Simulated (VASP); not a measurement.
# ZnS (F-43m) in VASP: single point with HSE06

Aim: the single point of ZnS with HSE06.

Everything below comes from runs of VASP 6.6.1. Logs are shortened: lines on timing, memory, paths and dates and some standing lists are left out, and cuts for length are marked.

## (1) The cell of the first run

It takes space group F-43m (No. 216, cubic). Conventional cell: a = 5.444 Å, b = 5.444 Å, c = 5.444 Å, α = 90.00°, β = 90.00°, γ = 90.00°. Within 3.1 Å of Zn (site symmetry -43m) lie 4 S at 2.36 Å. S (site symmetry -43m) has 4 Zn at 2.36 Å within 3.1 Å.

## (2) Single point, HSE06

Contents of POSCAR:

```
ZnS
1.0
    0.0000000000      2.7217879845      2.7217879845
    2.7217879845      0.0000000000      2.7217879845
    2.7217879845      2.7217879845      0.0000000000
Zn S
1 1
Direct
    0.0000000000      0.0000000000      0.0000000000
    0.7500000000      0.7500000000      0.7500000000
```

Contents of INCAR.step1:

```
SYSTEM = ZnS
PREC = Accurate ; ENCUT = 520
EDIFF = 1E-5 ; ISMEAR = 0
SIGMA = 0.01 ; LREAL = .False.
LASPH = .True. ; NELM = 100
ALGO = Normal ; ISIF = 2
LWAVE = .True. ; LCHARG = .False.
GGA = PE ; NBANDS = 16
```

Contents of INCAR.step2:

```
SYSTEM = ZnS
PREC = Accurate ; ENCUT = 520
EDIFF = 1E-6 ; ISMEAR = 0
SIGMA = 0.01 ; LREAL = .False.
LASPH = .True. ; NELM = 100
ALGO = Normal ; ISIF = 2
LWAVE = .False. ; LCHARG = .False.
GGA = PE ; LHFCALC = .True.
HFSCREEN = 0.2079 ; PRECFOCK = Normal
ISTART = 1 ; NBANDS = 16
```

Contents of KPOINTS:

```
regular mesh
0
Gamma
  6 6 6
  0 0 0
```

Potentials or basis: VASP PAW PBE potentials, release 64 (Zn, S).

Started as:

```sh
$ cat potpaw_PBE.64/Zn/POTCAR potpaw_PBE.64/S/POTCAR > POTCAR
$ cp INCAR.step1 INCAR
$ mpirun -np 1 vasp_std > vasp.out
$ cp INCAR.step2 INCAR
$ mpirun -np 1 vasp_std > vasp.out
```

OUTCAR:

```text
SYSTEM = ZnS
   PREC = Accurate
   ENCUT = 520
   EDIFF = 1E-6
   ISMEAR = 0
   LREAL = .False.
   LASPH = .True.
   NELM = 100
   ISIF = 2
   GGA = PE
   LHFCALC = .True.
   HFSCREEN = 0.2079
   PRECFOCK = Normal
   ISTART = 1

 ion  position               nearest neighbor table
   1  0.000  0.000  0.000-   2 2.36   2 2.36   2 2.36   2 2.36
   2  0.750  0.750  0.750-   1 2.36   1 2.36   1 2.36   1 2.36

  LATTYP: Found a face centered cubic cell.
 ALAT       =     5.4435759690

  Lattice vectors:

 A1 = (   0.0000000000,   2.7217879845,   2.7217879845)
 A2 = (   2.7217879845,   0.0000000000,   2.7217879845)
 A3 = (   2.7217879845,   2.7217879845,   0.0000000000)

Analysis of symmetry for initial positions (statically):
=====================================================================
 Subroutine PRICEL returns:
 Original cell was already a primitive cell.

 Routine SETGRP: Setting up the symmetry group for a
 face centered cubic supercell.

 Subroutine GETGRP returns: Found 24 space group operations
 (whereof 24 operations were pure point group operations)
 out of a pool of 48 trial point group operations.

The static configuration has the point symmetry T_d .

Analysis of symmetry for dynamics (positions and initial velocities):
=====================================================================
 Subroutine PRICEL returns:
 Original cell was already a primitive cell.

 Routine SETGRP: Setting up the symmetry group for a
 face centered cubic supercell.

 Subroutine GETGRP returns: Found 24 space group operations
 (whereof 24 operations were pure point group operations)
 out of a pool of 48 trial point group operations.

The dynamic configuration has the point symmetry T_d .

 Subroutine INISYM returns: Found 24 space group operations
 (whereof 24 operations are pure point group operations),
 and found     1 'primitive' translations

----------------------------------------------------------------------------------------

                                     Primitive cell

  volume of cell :      40.3267

  direct lattice vectors                    reciprocal lattice vectors
     0.000000000  2.721787985  2.721787985    -0.183702773  0.183702773  0.183702773
     2.721787985  0.000000000  2.721787985     0.183702773 -0.183702773  0.183702773
     2.721787985  2.721787985  0.000000000     0.183702773  0.183702773 -0.183702773

  length of vectors
     3.849189482  3.849189482  3.849189482     0.318182536  0.318182536  0.318182536

  position of ions in fractional coordinates (direct lattice)
     0.000000000  0.000000000  0.000000000
     0.750000000  0.750000000  0.750000000

  ion indices of the primitive-cell ions
   primitive index   ion index
                 1           1
                 2           2

----------------------------------------------------------------------------------------

 KPOINTS: regular mesh

Automatic generation of k-mesh.
 Grid dimensions read from file:
 generate k-points for:    6    6    6

 Generating k-lattice:

  Cartesian coordinates                     Fractional coordinates (reciprocal lattice)
    -0.030617129  0.030617129  0.030617129     0.166666667  0.000000000  0.000000000
     0.030617129 -0.030617129  0.030617129     0.000000000  0.166666667  0.000000000
     0.030617129  0.030617129 -0.030617129     0.000000000  0.000000000  0.166666667

  Length of vectors
     0.053030423  0.053030423  0.053030423

  Shift w.r.t. Gamma in fractional coordinates (k-lattice)
     0.000000000  0.000000000  0.000000000

 Subroutine IBZKPT returns following result:
 ===========================================

 Found     16 irreducible k-points:

 Following reciprocal coordinates:
            Coordinates               Weight
  0.000000  0.000000  0.000000      1.000000
  0.166667  0.000000  0.000000      8.000000
  0.333333  0.000000  0.000000      8.000000
  0.500000  0.000000  0.000000      4.000000
  0.166667  0.166667  0.000000      6.000000
  0.333333  0.166667  0.000000     24.000000
[... 8 lines left out ...]
 -0.333333  0.333333  0.166667     24.000000
 -0.333333  0.500000  0.166667     12.000000
   k-points           NKPTS =     16   k-points in BZ     NKDIM =    216   number of bands    NBANDS=     16
   number of dos      NEDOS =    301   number of ions     NIONS =      2
   total plane-waves  NPLWV =  27000
   dimension x,y,z NGX =    30 NGY =   30 NGZ =   30
   dimension x,y,z NGXF=    60 NGYF=   60 NGZF=   60
   ions per type =               1   1
   NGX,Y,Z   is equivalent  to a cutoff of  12.96, 12.96, 12.96 a.u.
   NGXF,Y,Z  is equivalent  to a cutoff of  25.91, 25.91, 25.91 a.u.
 SYSTEM =  ZnS
   PREC   = accura    normal or accurate (medium, high low for compatibility)
   ISTART =      1    job   : 0-new  1-cont  2-samecut
   ICHARG =      0    charge: 1-file 2-atom 10-const
   ISPIN  =      1    spin polarized calculation?
   LNONCOLLINEAR =      F non collinear calculations
   LSORBIT =      F    spin-orbit coupling
   LASPH  =      T    aspherical Exc in radial PAW
   ENCUT  =  520.0 eV  38.22 Ry    6.18 a.u.   7.16  7.16  7.16*2*pi/ulx,y,z
   NELM   =    100;   NELMIN=  2; NELMDL=  0     # of ELM steps
   EDIFF  = 0.1E-05   stopping-criterion for ELM
   LREAL  =      F    real-space projection
   EDIFFG = 0.1E-04   stopping-criterion for IOM
   NSW    =      0    number of steps for IOM
   IBRION =     -1    ionic relax: 0-MD 1-quasi-New 2-CG
   NFREE  =      0    steps in history (QN), initial steepest desc. (CG)
   ISIF   =      2    stress and relaxation
   ISYM   =      3    0-nonsym 1-usesym 2-fastsym
   POTIM  = 0.5000    time-step for ionic-motion
   TEBEG  =    0.0;   TEEND  =   0.0 temperature during run
   PSTRESS=    0.0 pullay stress
   NELECT =      18.0000    total number of electrons
   NUPDOWN=      -1.0000    fix difference up-down
   EMIN   =  10.00;   EMAX   =-10.00  energy-range for DOS
   EFERMI =   0.00;   METHOD = LEGACY
   ISMEAR =     0;   SIGMA  =   0.01  broadening in eV -4-tet -1-fermi 0-gaus
   EFERMI_NEDOS =   21; number of points for ismear=-14 and -15
   IALGO  =     38    algorithm
   IMIX   =      1    mixing-type and parameters
     AMIX     =   0.40;   BMIX     =  1.00
     AMIX_MAG =   1.60;   BMIX_MAG =  1.00
  volume/ion in A,a.u.               =      20.16       136.07
  Fermi-wavevector in a.u.,A,eV,Ry     =   1.251127  2.364287 21.297453  1.565319
  Thomas-Fermi vector in A             =   2.385089
   LORBIT       =      0    0 simple, 1 ext, 2 COOP (PROOUT), +10 PAW based schemes
   GGA     = PE    functional components
   LHFCALC =     T    Hartree Fock is set to
   PRECFOCK=normal    Normal, Fast or Accurate (Low or Medium for compatibility)
   ENCUT4O =  -1.0   cutoff for four orbital integrals eV
   NKREDX  =     1    reduce k-point grid by
   NKREDY  =     1    reduce k-point grid by
   NKREDZ  =     1    reduce k-point grid by
   AEXX    =    0.2500 exact exchange contribution
   HFSCREEN=    0.2079 screening length (either q_TF or 0.3 A-1)
   HFSCREENC=   0.2079 screening length for correlation (either q_TF or 0.3 A-1)
   ENCUTFOCK=  -1.0 apply spherical cutoff to Coloumb kernel
   IVDW    =     0    specifies the selected vdW correction
   LEPSILON=     F    determine dielectric tensor
   LRPA    =     F    only Hartree local field effects (RPA)
 non-spin polarized calculation
 Gauss-broadening in eV      SIGMA  =   0.01
  energy-cutoff  :      520.00
  volume of cell :       40.33
 maximum number of plane-waves:      1106
 NGX is ok and might be reduce to    30
  NGX = 24; NGY = 24; NGZ = 24

 number of electron      18.0000008 magnetization

 Free energy of the ion-electron system (eV)
  ---------------------------------------------------
  ext. energy  EPLUGINS =         0.00000000
  ---------------------------------------------------
  free energy    TOTEN  =        -8.37297872 eV

  energy without entropy =       -8.37297872  energy(sigma->0) =       -8.37297872

 E-fermi :   1.3286     XC(G=0):  -7.8916

 val. band max:        1.1868241658   @ k =   0.0000   0.0000   0.0000
 cond. band min:       4.4074307818   @ k =   0.0000   0.0000   0.0000
 fundamental gap:      3.2206066160
 Fermi energy:         1.3286418001

 k-point     1 :       0.0000    0.0000    0.0000
  band No.  band energies     occupation
      1     -12.9789      2.00000
      2      -6.5901      2.00000
      3      -6.5901      2.00000
      4      -6.5901      2.00000
      5      -6.1695      2.00000
      6      -6.1695      2.00000
[... 8 lines left out ...]
     15      14.3415      0.00000
     16      14.4333      0.00000

 k-point     2 :       0.1667    0.0000    0.0000
  band No.  band energies     occupation
      1     -12.7692      2.00000
      2      -6.5588      2.00000
      3      -6.5588      2.00000
      4      -6.5497      2.00000
      5      -6.1712      2.00000
      6      -6.1712      2.00000
[... 8 lines left out ...]
     15      13.4828      0.00000
     16      15.1803      0.00000

 k-point     3 :       0.3333    0.0000    0.0000
  band No.  band energies     occupation
      1     -12.2998      2.00000
      2      -6.5066      2.00000
      3      -6.5066      2.00000
      4      -6.3183      2.00000
      5      -6.1606      2.00000
      6      -6.1606      2.00000
[... 8 lines left out ...]
     15      14.1511      0.00000
     16      14.3022      0.00000

 k-point     4 :       0.5000    0.0000    0.0000
  band No.  band energies     occupation
      1     -12.0333      2.00000
      2      -6.4878      2.00000
      3      -6.4878      2.00000
      4      -6.1461      2.00000
      5      -6.1461      2.00000
      6      -5.9443      2.00000
[... 8 lines left out ...]
     15      16.1203      0.00000
     16      16.1203      0.00000
[... 172 lines left out ...]
 k-point    14 :       0.5000    0.3333    0.1667
  band No.  band energies     occupation
      1     -11.9784      2.00000
      2      -6.4519      2.00000
      3      -6.4285      2.00000
      4      -6.2895      2.00000
      5      -6.1458      2.00000
      6      -6.0423      2.00000
[... 8 lines left out ...]
     15      16.6394      0.00000
     16      17.3200      0.00000

 k-point    15 :      -0.3333    0.3333    0.1667
  band No.  band energies     occupation
      1     -11.7992      2.00000
      2      -6.4417      2.00000
      3      -6.3952      2.00000
      4      -6.2141      2.00000
      5      -6.1664      2.00000
      6      -5.8158      2.00000
[... 8 lines left out ...]
     15      16.3622      0.00000
     16      17.1713      0.00000

 k-point    16 :      -0.3333    0.5000    0.1667
  band No.  band energies     occupation
      1     -11.7168      2.00000
      2      -6.4361      2.00000
      3      -6.3511      2.00000
      4      -6.2530      2.00000
      5      -6.1458      2.00000
      6      -5.7872      2.00000
[... 8 lines left out ...]
     15      16.6947      0.00000
     16      17.4542      0.00000

------------------------ aborting loop because EDIFF is reached ----------------------------------------

  FORCE on cell =-STRESS in cart. coord.  units (eV):
  Direction    XX          YY          ZZ          XY          YZ          ZX
  --------------------------------------------------------------------------------------
  -------------------------------------------------------------------------------------
  Total       -0.1890121     -0.1890121     -0.1890121      0.0000000      0.0000000     -0.0000000
  in kB       -7.5094342     -7.5094342     -7.5094342      0.0000000      0.0000000     -0.0000000
  external PRESSURE =      -7.5094342 kB  Pullay stress =       0.0000000 kB

 VOLUME and BASIS-vectors are now :
 -----------------------------------------------------------------------------
  energy-cutoff  :      520.00
  volume of cell :       40.33
      direct lattice vectors                 reciprocal lattice vectors
     0.000000000  2.721787985  2.721787985    -0.183702773  0.183702773  0.183702773
     2.721787985  0.000000000  2.721787985     0.183702773 -0.183702773  0.183702773
     2.721787985  2.721787985  0.000000000     0.183702773  0.183702773 -0.183702773

 POSITION                                       TOTAL-FORCE (eV/Angst)
 -----------------------------------------------------------------------------------
      0.00000      0.00000      0.00000        -0.000000     -0.000000     -0.000000
      4.08268      4.08268      4.08268         0.000000      0.000000      0.000000
 -----------------------------------------------------------------------------------
    total drift:                               -0.000137     -0.000095     -0.000068

  FREE ENERGIE OF THE ION-ELECTRON SYSTEM (eV)
  ---------------------------------------------------
  free  energy   TOTEN  =        -8.3729787208 eV

  energy  without entropy=       -8.3729787208  energy(sigma->0) =       -8.37297872
```

Run time: 49 min. Hardware: 1 thread of Intel Xeon Platinum 8259CL at 2.50GHz (Skylake/Cascade Lake), shared host; peak memory 0.29 GiB.

Results:

```yaml
Free_energy: -8.3730 eV
Pressure: -0.8 GPa
Band_gap_on_the_k_mesh: 3.22 eV
```

Levels at points of the mesh, in eV from the valence-band top:
```tsv
k point	band 6	band 7	band 8	band 9	band 10	band 11	band 12	band 13
(0.00, 0.00, 0.00)	-7.36	0.00	0.00	0.00	3.22	7.69	7.69	7.69
(0.50, 0.00, 0.00)	-7.13	-5.45	-0.88	-0.88	4.49	8.18	8.18	10.12
(0.50, 0.50, 0.00)	-7.09	-4.88	-2.27	-2.27	4.42	5.25	12.38	13.53
```

Caveat: the PAW data sets were made with another functional, which shifts forces and pressure a little.
